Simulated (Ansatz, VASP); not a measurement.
**RbBr in VASP and in Ansatz**

The input INCAR:

```
SYSTEM = RbBr
PREC = Accurate
ENCUT = 520
EDIFF = 1E-6
ISMEAR = 0
SIGMA = 0.05
LREAL = .FALSE.
LASPH = .TRUE.
NELM = 100
ALGO = Normal
ISIF = 2
LWAVE = .FALSE.
LCHARG = .FALSE.
GGA = PE
NBANDS = 15
```

The input KPOINTS:

```
regular mesh
0
G
  6 6 6
  0 0 0
```

Contents of POSCAR:

```
RbBr
1.0
    4.1371365051      0.0000000000      0.0000000000
    0.0000000000      4.1371365051      0.0000000000
    0.0000000000      0.0000000000      4.1929021031
Rb Br
1 1
Direct
   -0.0462890878      0.0000000000      0.0000000000
    0.5495122459      0.5000000000      0.5000000000
```

Input for Ansatz:

```yaml
crystal:
  lattice:
    - [4.1371365051, 0.0, 0.0]
    - [0.0, 4.1371365051, 0.0]
    - [0.0, 0.0, 4.1929021031]
  atoms:
    - { symbol: Rb, position: [-0.0462890878, 0.0, 0.0] }
    - { symbol: Br, position: [0.5495122459, 0.5, 0.5] }
basis:
  ecutwfc: 420
kpoints:
  mp_grid: { grid: [6, 6, 6] }
hamiltonian:
  xc: pbe
  pseudopotentials: { kind: paw }
scf:
  occupations: { method: gaussian, width: 0.05 }
output:
  forces: true
  stress: true
  eigenvalues: true
```

Change from the starting cell: mode 4 frozen in at -0.208 Å, equal normal strain along x and y -0.0133.

Alike in both runs: task single point; functional PBE; k mesh 6 × 6 × 6; occupations gaussian, width 0.05 eV; no spin polarisation.

```csv
,VASP,Ansatz
version,VASP 6.6.1,Ansatz 0.2.0
potentials or method,"VASP PAW PBE potentials, release 64 (Rb_sv, Br), cutoff 520 eV","scalar-relativistic, plane waves, PAW"
valence electrons in the cell,16,16
```

```tsv
	VASP	Ansatz	Ansatz less VASP
gap on the k mesh at the Fermi level (eV)	4.02	4.03	+0.001
least direct gap on the mesh (eV)	4.17	4.17	+0.001
pressure (GPa)	1.2	1.1	-0.04
traceless stress, the component that is largest in VASP (GPa)	0.23	0.23	-0.002
rms of the force components (eV/Å)	0.171	0.169	-0.0022
```

Atom by atom the forces differ by 0.002 eV/Å (rms over components).
